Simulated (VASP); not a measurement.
# Sb (R-3m) in VASP: a series of runs

The runs below take Sb through single point, relaxation of cell and atoms, with revPBE+D3(BJ), PBE+D3(BJ).

Program: VASP 6.6.1. These are calculated values, not measurements. Logs are shortened: lines on timing, memory, paths and dates and some standing lists are left out, and cuts for length are marked.

## Step 1: The cell of the first run

The structure is trigonal, space group R-3m (No. 166). Conventional cell: a = 4.289 Å, b = 4.289 Å, c = 10.864 Å, α = 90.00°, β = 90.00°, γ = 120.00°. Within 3.8 Å of Sb (site symmetry 3m) lie 6 Sb at 2.92 to 3.23 Å.

## Step 2: Single point, revPBE+D3(BJ)

INCAR

```
SYSTEM = Sb
PREC = Accurate
ENCUT = 520
EDIFF = 1E-7
ISMEAR = -1
SIGMA = 0.1
LREAL = .False.
LASPH = .True.
NELM = 100
ALGO = Normal
ISIF = 2
LWAVE = .False.
LCHARG = .False.
GGA = RE
IVDW = 12
NBANDS = 12
```

KPOINTS

```
Automatic mesh
0
Gamma
  8 8 8
  0 0 0
```

POSCAR

```
Sb
1.0
    2.1444831107      1.2381179012      3.6212585981
   -2.1444831107      1.2381179012      3.6212585981
    0.0000000000     -2.4762358025      3.6212585981
Sb
2
Direct
    0.2379203765      0.2379203765      0.2379203765
    0.7620796235      0.7620796235      0.7620796235
```

Potentials or basis: VASP PAW PBE potentials, release 64 (Sb).

On the command line:

```
$ cat potpaw_PBE.64/Sb/POTCAR > POTCAR
$ mpirun -np 1 vasp_std > vasp.out
```

OUTCAR:

```text
SYSTEM = Sb
   PREC = Accurate
   ENCUT = 520
   EDIFF = 1E-7
   ISMEAR = -1
   LREAL = .False.
   LASPH = .True.
   NELM = 100
   ISIF = 2
   GGA = RE
   IVDW = 12
 IVDW          = 12

 ion  position               nearest neighbor table
   1  0.238  0.238  0.238-   2 2.92   2 2.92   2 2.92   2 3.23   2 3.23   2 3.23
   2  0.762  0.762  0.762-   1 2.92   1 2.92   1 2.92   1 3.23   1 3.23   1 3.23

  LATTYP: Found a trigonal (rhomboedric) cell.
 ALAT       =     4.3869417119
 COS(alpha) =     0.5220840467

  Lattice vectors:

 A1 = (   2.1444831107,   1.2381179012,   3.6212585981)
 A2 = (  -2.1444831107,   1.2381179012,   3.6212585981)
 A3 = (   0.0000000000,  -2.4762358025,   3.6212585981)

Analysis of symmetry for initial positions (statically):
=====================================================================
 Subroutine PRICEL returns:
 Original cell was already a primitive cell.

 Routine SETGRP: Setting up the symmetry group for a
 trigonal (rhombohedral) supercell.

 Subroutine GETGRP returns: Found 12 space group operations
 (whereof 12 operations were pure point group operations)
 out of a pool of 12 trial point group operations.

The static configuration has the point symmetry D_3d.

Analysis of symmetry for dynamics (positions and initial velocities):
=====================================================================
 Subroutine PRICEL returns:
 Original cell was already a primitive cell.

 Routine SETGRP: Setting up the symmetry group for a
 trigonal (rhombohedral) supercell.

 Subroutine GETGRP returns: Found 12 space group operations
 (whereof 12 operations were pure point group operations)
 out of a pool of 12 trial point group operations.

The dynamic configuration has the point symmetry D_3d.

 Subroutine INISYM returns: Found 12 space group operations
 (whereof 12 operations are pure point group operations),
 and found     1 'primitive' translations

----------------------------------------------------------------------------------------

                                     Primitive cell

  volume of cell :      57.6893

  direct lattice vectors                    reciprocal lattice vectors
     2.144483111  1.238117901  3.621258598     0.233156418  0.134612921  0.092049028
    -2.144483111  1.238117901  3.621258598    -0.233156418  0.134612921  0.092049028
     0.000000000 -2.476235803  3.621258598     0.000000000 -0.269225841  0.092049028

  length of vectors
     4.386941712  4.386941712  4.386941712     0.284526936  0.284526936  0.284526936

  position of ions in fractional coordinates (direct lattice)
     0.237920376  0.237920376  0.237920377
     0.762079624  0.762079624  0.762079624

[... 89 lines left out ...]
   EMIN   =  10.00;   EMAX   =-10.00  energy-range for DOS
   EFERMI =   0.00;   METHOD = LEGACY
   ISMEAR =    -1;   SIGMA  =   0.10  broadening in eV -4-tet -1-fermi 0-gaus
   EFERMI_NEDOS =   21; number of points for ismear=-14 and -15
   IALGO  =     38    algorithm
   IMIX   =      4    mixing-type and parameters
     AMIX     =   0.40;   BMIX     =  1.00
     AMIX_MAG =   1.60;   BMIX_MAG =  1.00
  volume/ion in A,a.u.               =      28.84       194.65
  Fermi-wavevector in a.u.,A,eV,Ry     =   0.912802  1.724945 11.336464  0.833207
  Thomas-Fermi vector in A             =   2.037239
   LORBIT       =      0    0 simple, 1 ext, 2 COOP (PROOUT), +10 PAW based schemes
   GGA     = RE    functional components
   LHFCALC =     F    Hartree Fock is set to
   AEXX    =    0.0000 exact exchange contribution
   IVDW    =    12    specifies the selected vdW correction
   LEPSILON=     F    determine dielectric tensor
   LRPA    =     F    only Hartree local field effects (RPA)
 non-spin polarized calculation
  energy-cutoff  :      520.00
  volume of cell :       57.69
 maximum number of plane-waves:      1572
 NGX is ok and might be reduce to    36
   NGX = 17   NGY = 17   NGZ = 17

 number of electron      10.0000000 magnetization

 Free energy of the ion-electron system (eV)
  ---------------------------------------------------
  ext. energy  EPLUGINS =         0.00000000
  ---------------------------------------------------
  free energy    TOTEN  =        -7.55956073 eV

  energy without entropy =       -7.54522439  energy(sigma->0) =       -7.55239256

 E-fermi :   7.8559     XC(G=0):  -9.7000

 val. band max:        7.8044451130   @ k =   0.5000  -0.0000  -0.0000
 cond. band min:       7.9541079203   @ k =   0.3750   0.2500   0.2500
 fundamental gap:      0.1496628073
 Fermi energy:         7.8559357256

 k-point     1 :       0.0000    0.0000    0.0000
  band No.  band energies     occupation
      1      -5.0613      2.00000
      2       3.4192      2.00000
      3       5.8632      2.00000
      4       6.0075      2.00000
      5       6.0075      2.00000
      6      10.4290      0.00000
      7      10.8398      0.00000
      8      10.8398      0.00000
      9      12.7262      0.00000
     10      12.7262      0.00000
     11      12.8639      0.00000
     12      14.4837      0.00000
[... 331 lines left out ...]
 k-point    24 :       0.3750    0.1250    0.1250
  band No.  band energies     occupation
      1      -3.9857      2.00000
      2       0.3024      2.00000
      3       4.5141      2.00000
      4       6.5739      1.99999
      5       7.9802      0.44785
      6       8.2088      0.05703
      7       8.2131      0.05471
      8      11.1667      0.00000
      9      12.8605      0.00000
     10      13.7211      0.00000
     11      15.4900      0.00000
     12      16.8578      0.00000

 [... further k-points ...]

------------------------ aborting loop because EDIFF is reached ----------------------------------------

 Edisp (eV)   -1.87076

 E8    (eV) :    -1.3495

  FORCE on cell =-STRESS in cart. coord.  units (eV):
  Direction    XX          YY          ZZ          XY          YZ          ZX
  --------------------------------------------------------------------------------------
  -------------------------------------------------------------------------------------
  Total       0.00957     0.00957    -0.00488     0.00000     0.00000     0.00000
  in kB       0.26575     0.26575    -0.13543     0.00000     0.00000     0.00000
  external pressure =        0.13 kB  Pullay stress =        0.00 kB

 VOLUME and BASIS-vectors are now :
 -----------------------------------------------------------------------------
  energy-cutoff  :      520.00
  volume of cell :       57.69
      direct lattice vectors                 reciprocal lattice vectors
     2.144483111  1.238117901  3.621258598     0.233156418  0.134612921  0.092049028
    -2.144483111  1.238117901  3.621258598    -0.233156418  0.134612921  0.092049028
     0.000000000 -2.476235803  3.621258598     0.000000000 -0.269225841  0.092049028

 POSITION                                       TOTAL-FORCE (eV/Angst)
 -----------------------------------------------------------------------------------
      0.00000     -0.00000      2.58471         0.000000     -0.000000      0.030065
      0.00000     -0.00000      8.27906         0.000000      0.000000     -0.030065
 -----------------------------------------------------------------------------------
    total drift:                                0.000000     -0.000000      0.000000

  FREE ENERGIE OF THE ION-ELECTRON SYSTEM (eV)
  ---------------------------------------------------
  free  energy   TOTEN  =        -9.4303244019 eV

  energy  without entropy=       -9.4159880666  energy(sigma->0) =       -9.42315623
```

OSZICAR:

```text
N       E                     dE             d eps       ncg     rms          rms(c)
DAV:   1     0.351943907128E+02    0.35194E+02   -0.36166E+03  1560   0.659E+02
DAV:   2    -0.570241034930E+01   -0.40897E+02   -0.39533E+02  2016   0.107E+02
DAV:   3    -0.753555234489E+01   -0.18331E+01   -0.18144E+01  1932   0.251E+01
DAV:   4    -0.755078212100E+01   -0.15230E-01   -0.15226E-01  1844   0.278E+00
DAV:   5    -0.755096149590E+01   -0.17937E-03   -0.17937E-03  1888   0.326E-01    0.319E+00
DAV:   6    -0.755582723106E+01   -0.48657E-02   -0.19736E-03  1856   0.325E-01    0.193E+00
DAV:   7    -0.755931381660E+01   -0.34866E-02   -0.53687E-03  1788   0.519E-01    0.895E-02
DAV:   8    -0.755952117621E+01   -0.20736E-03   -0.18879E-04  1916   0.867E-02    0.206E-02
DAV:   9    -0.755955789262E+01   -0.36716E-04   -0.47850E-05  1784   0.402E-02    0.449E-03
DAV:  10    -0.755956078786E+01   -0.28952E-05   -0.25972E-06  1888   0.974E-03    0.168E-03
DAV:  11    -0.755956073013E+01    0.57729E-07   -0.35582E-07  1792   0.356E-03
   1 F= -.94303244E+01 E0= -.94231562E+01  d E =-.143363E-01
```

It took 36 s on 1 thread of Intel Xeon Platinum 8124M at 3.00GHz (Skylake/Cascade Lake), shared host; peak memory 0.22 GiB.

Results:

| Item | Value |
| --- | --- |
| Free energy | -9.4303 eV |
| Pressure | 0.0 GPa |
| Largest force | 0.030 eV/Å |
| Band gap on the k mesh | zero (bands 5 and 6 overlap by 0.28 eV) |
| Dispersion energy per atom | -0.935 eV |

Forces in eV/Å, atoms in the order of the input:
```
Sb   0.000  0.000  0.030
Sb   0.000  0.000 -0.030
```

Caveat: the PAW data sets were made with another functional, which shifts forces and pressure a little; spin-orbit coupling is left out, which moves the levels of the heavy elements.

## Step 3: Single point, PBE+D3(BJ)

This run uses another cell than the first one, of 29.79 Å³/atom.

INCAR

```
ALGO = Normal
EDIFF = 1E-6
ENCUT = 520
GGA = PE
ISIF = 2
ISMEAR = -1
IVDW = 12
LASPH = True
LCHARG = False
LREAL = False
LWAVE = False
NBANDS = 12
NELM = 60
PREC = Accurate
SIGMA = 0.1
```

KPOINTS

```
k-points
0
Gamma
  8 8 8
```

POSCAR

```
Sb
1.0
    2.1591241463      1.2465709071      3.6890360988
   -2.1591241463      1.2465709071      3.6890360988
    0.0000000000     -2.4931418141      3.6890360988
Sb
2
Direct
    0.2359880504      0.2359880504      0.2359880504
    0.7640119496      0.7640119496      0.7640119496
```

Potentials or basis: VASP PAW PBE potentials, release 64 (Sb).

On the command line:

```
$ cat potpaw_PBE.64/Sb/POTCAR > POTCAR
$ mpirun -np 1 vasp_std > vasp.out
```

Run time: 35 s. Hardware: 1 thread of Intel Xeon Platinum 8124M at 3.00GHz (Skylake/Cascade Lake), shared host; peak memory 0.23 GiB.

The run converged. Its results:

| Property | Result |
| --- | --- |
| Free energy | -9.2151 eV |
| Pressure | 0.1 GPa |
| Largest force | 0.041 eV/Å |
| Band gap on the k mesh | zero (bands 5 and 6 overlap by 0.24 eV) |
| Dispersion energy per atom | -0.479 eV |

Forces in eV/Å, atoms in the order of the input:
```
Sb   0.000  0.000  0.041
Sb   0.000  0.000 -0.041
```

Levels at points of the mesh, in eV from the Fermi level:
```csv
k point,band 3,band 4,band 5,band 6,band 7,band 8
"(0.00, 0.00, 0.00)",-1.99,-1.82,-1.82,2.33,2.82,2.82
"(0.50, 0.00, 0.00)",-1.77,-1.61,-0.31,-0.16,0.22,0.30
"(0.50, 0.50, 0.00)",-5.57,-3.78,-3.72,1.62,5.06,5.48
"(0.50, 0.50, 0.50)",-1.26,-1.26,-0.43,-0.03,-0.03,0.97
```

Caveat: spin-orbit coupling is left out, which moves the levels of the heavy elements.

## Step 4: Relaxation of cell and atoms, PBE+D3(BJ)

This run uses another cell than the first one, of 30.21 Å³/atom.

INCAR

```
SYSTEM = Sb
PREC = Accurate ; ENCUT = 600
EDIFF = 1E-6 ; ISMEAR = -1
SIGMA = 0.1 ; LREAL = .FALSE.
LASPH = .TRUE. ; NELM = 60
ALGO = Normal ; ISIF = 3
LWAVE = .FALSE. ; LCHARG = .FALSE.
GGA = PE ; IVDW = 12
IBRION = 2 ; NSW = 80
EDIFFG = -0.01
```

KPOINTS

```
regular mesh
0
G
  8 8 8
  0 0 0
```

POSCAR

```
Sb
1.0
    2.1542000000      1.2437280000      3.7580000000
   -2.1542000000      1.2437280000      3.7580000000
    0.0000000000     -2.4874560000      3.7580000000
Sb
2
Direct
    0.2334900000      0.2334900000      0.2334900000
    0.7665100000      0.7665100000      0.7665100000
```

On the command line:

```
$ cat potpaw_PBE.64/Sb/POTCAR > POTCAR
$ mpirun -np 1 vasp_std > vasp.out
```

Wall time 1.9 min (1 thread of Intel Xeon Platinum 8124M at 3.00GHz (Skylake/Cascade Lake), shared host); peak memory 0.23 GiB.

The run converged. Its results:

```yaml
Free_energy: -9.2154 eV
Relaxed_volume: 29.74 Å³/atom
Relaxed_cell: a = 4.444 Å, b = 4.444 Å, c = 4.444 Å, α = 58.18°, β = 58.18°, γ = 58.18°
Space_group_after_relaxing_to_0.1_Å: R-3m (No. 166)
Energy_gained_by_relaxing: 4.2 meV/atom
Ionic_steps: 8
Pressure_after_relaxing: 0.0 GPa
Largest_force_after_relaxing: 0.005 eV/Å
Band_gap_on_the_k_mesh: zero (bands 5 and 6 overlap by 0.23 eV)
Dispersion_energy_per_atom: -0.480 eV
```

Forces in eV/Å, atoms in the order of the input:
```
Sb   0.000  0.000 -0.005
Sb   0.000  0.000  0.005
```

The path:
```csv
step,energy change (eV),largest force (eV/Å),pressure (GPa),volume (Å³)
1,0.0000,0.2220,0.16,60.41
2,-0.0036,0.0961,-0.43,60.67
3,-0.0040,0.0326,-0.72,60.81
4,-0.0065,0.0153,-0.47,60.31
5,-0.0082,0.0092,-0.04,59.57
6,-0.0082,0.0122,0.02,59.47
7,-0.0083,0.0105,0.01,59.47
8,-0.0084,0.0045,-0.02,59.48
```

Final structure:
```cif
data_structure
_symmetry_space_group_name_H-M 'P 1'
_symmetry_Int_Tables_number 1
_cell_length_a 4.4445
_cell_length_b 4.4445
_cell_length_c 4.4445
_cell_angle_alpha 58.176
_cell_angle_beta 58.176
_cell_angle_gamma 58.176
_cell_volume 59.48
loop_
_atom_site_label
_atom_site_type_symbol
_atom_site_fract_x
_atom_site_fract_y
_atom_site_fract_z
_atom_site_occupancy
Sb1 Sb 0.23658 0.23658 0.23658 1
Sb2 Sb 0.76342 0.76342 0.76342 1
```

Levels at points of the mesh, in eV from the Fermi level:
```
           k point  band 2  band 3  band 4  band 5  band 6  band 7  band 8  band 9
(0.00, 0.00, 0.00)   -4.67   -1.97   -1.81   -1.81    2.40    2.86    2.86    4.95
(0.50, 0.00, 0.00)   -9.71   -1.71   -1.55   -0.32   -0.13    0.23    0.26    7.91
(0.50, 0.50, 0.00)   -7.85   -5.58   -3.77   -3.71    1.65    5.09    5.47    7.16
(0.50, 0.50, 0.50)   -9.17   -1.23   -1.23   -0.40   -0.05   -0.05    0.94    7.37
```

Caveat: spin-orbit coupling is left out, which moves the levels of the heavy elements.

## Step 5: Relaxation of cell and atoms, revPBE+D3(BJ)

This run uses another cell than the first one, of 30.21 Å³/atom.

INCAR

```
PREC     = Accurate       # precision mode
ENCUT    = 600            # plane-wave cutoff, eV
EDIFF    = 1E-7           # SCF threshold, eV
ISMEAR   = -1             # smearing method
SIGMA    = 0.1            # smearing width, eV
LREAL    = F              # projectors in reciprocal space
LASPH    = T              # aspherical terms in the spheres
NELM     = 100            # most SCF steps
ALGO     = Normal         # electronic algorithm
ISIF     = 3              # what is computed and relaxed
LWAVE    = F              # write WAVECAR
LCHARG   = F              # write CHGCAR
GGA      = RE             # functional
IVDW     = 12             # dispersion correction
IBRION   = 2              # ionic algorithm
NSW      = 80             # ionic steps
EDIFFG   = -0.01          # ionic threshold
```

KPOINTS

```
regular mesh
0
Gamma
  8 8 8
```

POSCAR is that of step 4.

On the command line:

```
$ cat potpaw_PBE.64/Sb/POTCAR > POTCAR
$ mpirun -np 1 vasp_std > vasp.out
```

Wall time 3.1 min (1 thread of Intel Xeon Platinum 8124M at 3.00GHz (Skylake/Cascade Lake), shared host); peak memory 0.24 GiB.

Results (log left out):

| Quantity | Value |
| --- | --- |
| Free energy | -9.4306 eV |
| Relaxed volume | 28.82 Å³/atom |
| Relaxed cell | a = 4.385 Å, b = 4.385 Å, c = 4.385 Å, α = 58.55°, β = 58.55°, γ = 58.55° |
| Space group after relaxing (to 0.1 Å) | R-3m (No. 166) |
| Energy gained by relaxing | 13.3 meV/atom |
| Ionic steps | 10 |
| Pressure after relaxing | 0.0 GPa |
| Largest force after relaxing | 0.008 eV/Å |
| Band gap on the k mesh | zero (bands 5 and 6 overlap by 0.29 eV) |
| Dispersion energy per atom | -0.936 eV |

Forces on the atoms (eV/Å):
```
Sb   0.000  0.000  0.008
Sb   0.000  0.000 -0.008
```

The path:
| step | energy change (eV) | largest force (eV/Å) | pressure (GPa) | volume (Å³) |
| --- | --- | --- | --- | --- |
| 1 | 0.0000 | 0.2373 | -1.21 | 60.41 |
| 2 | -0.0124 | 0.3070 | 0.39 | 58.44 |
| 3 | -0.0127 | 0.3186 | 0.68 | 58.11 |
| 4 | -0.0222 | 0.1565 | 0.41 | 57.81 |
| 5 | -0.0260 | 0.0275 | 0.14 | 57.38 |
| 6 | -0.0261 | 0.0136 | 0.15 | 57.42 |
| 7 | -0.0263 | 0.0182 | -0.09 | 57.66 |
| 8 | -0.0263 | 0.0190 | -0.13 | 57.71 |
| 9 | -0.0265 | 0.0024 | -0.04 | 57.65 |
| 10 | -0.0265 | 0.0081 | -0.02 | 57.64 |

Final structure:
```xyz
2
Lattice="2.1443 1.2380 3.6189 -2.1443 1.2380 3.6189 0.0000 -2.4760 3.6189" Properties=species:S:1:pos:R:3 pbc="T T T"
Sb    0.0000    0.0000    2.5863
Sb    0.0000    0.0000    8.2704
```

Levels at points of the mesh, in eV from the Fermi level:
```
           k point  band 1  band 2  band 3  band 4  band 5  band 6  band 7  band 8  band 9
(0.00, 0.00, 0.00)  -12.91   -4.43   -1.99   -1.84   -1.84    2.61    3.00    3.00    4.87
(0.50, 0.00, 0.00)  -10.36   -9.84   -1.63   -1.47   -0.36   -0.04    0.13    0.29    8.14
(0.50, 0.50, 0.00)  -10.37   -7.77   -5.79   -3.89   -3.83    1.65    5.31    5.61    7.53
(0.50, 0.50, 0.50)  -10.95   -9.37   -1.20   -1.20   -0.26   -0.16   -0.16    0.92    7.67
```

Caveat: the PAW data sets were made with another functional, which shifts forces and pressure a little; spin-orbit coupling is left out, which moves the levels of the heavy elements.

## Step 6: The runs side by side

| task | level | cell | cutoff (eV) | gap on the mesh (eV) | pressure (GPa) | relaxed volume (Å³/atom) | largest force (eV/Å) |
| --- | --- | --- | --- | --- | --- | --- | --- |
| single point | revPBE+D3(BJ) | a = 4.387 Å, angles 58.5°, 2 atoms, atomic positions A | 520 | none | 0.0 | - | 0.03 |
| single point | PBE+D3(BJ) | a = 4.452 Å, angles 58.0°, 2 atoms, atomic positions B | 520 | none | 0.1 | - | 0.04 |
| relaxation of cell and atoms | PBE+D3(BJ) | relaxed from a = 4.507 Å, angles 57.1°, 2 atoms, atomic positions C | 600 | none | 0.0 | 29.74 | - |
| relaxation of cell and atoms | revPBE+D3(BJ) | relaxed from a = 4.507 Å, angles 57.1°, 2 atoms, atomic positions C | 600 | none | 0.0 | 28.82 | 0.01 |

Alike in all rows: potentials or basis VASP PAW PBE potentials, release 64 (Sb); no spin polarisation; k mesh 8 × 8 × 8; smearing fermi-dirac 0.1 eV.

Caveats: spin-orbit coupling is left out, which moves the levels of the heavy elements; the PAW data sets were made with another functional, which shifts forces and pressure a little (at least some runs).

Absolute energies hang on the potentials; compare differences alone.

The gap in the log of VASP goes by the Fermi energy; the results here count the filled bands.